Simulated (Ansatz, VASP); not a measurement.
# SiHC: VASP beside Ansatz

```
Si H C
1.0
     2.99028    0.00000    0.00000
     0.00000    2.99028    0.00000
     0.00000    0.00000    5.45160
Si H C
2 2 2
Direct
  0.00000 0.00000 0.75000
  0.00000 0.00000 0.25000
  0.50000 0.50000 0.00000
  0.50000 0.50000 0.50000
  0.50000 0.00000 0.50000
  0.00000 0.50000 0.00000
```

Change from the starting cell: species swapped into the TbCoC type (P4_2/mmc, No. 131).

Alike in both runs: functional PBE; k mesh 6 × 6 × 4; occupations gaussian, width 0.1 eV; no spin polarisation.

Ansatz relaxed the structure, and its values are those at the end. VASP's run is a single point on that final structure, the one shown.

```csv
,VASP,Ansatz
version,VASP 6.6.1,Ansatz 0.2.0
potentials or method,"VASP PAW PBE potentials, release 64 (Si, H, C), cutoff 520 eV","scalar-relativistic, plane waves, PAW"
valence electrons in the cell,18,18
```

|  | VASP | Ansatz | Ansatz less VASP |
| --- | --- | --- | --- |
| gap on the k mesh at the Fermi level (eV) | none | none | - |
| pressure (GPa) | 0.0 | 0.0 | +0.03 |

A gap of «none» marks a metal or a gap that the smearing closes.
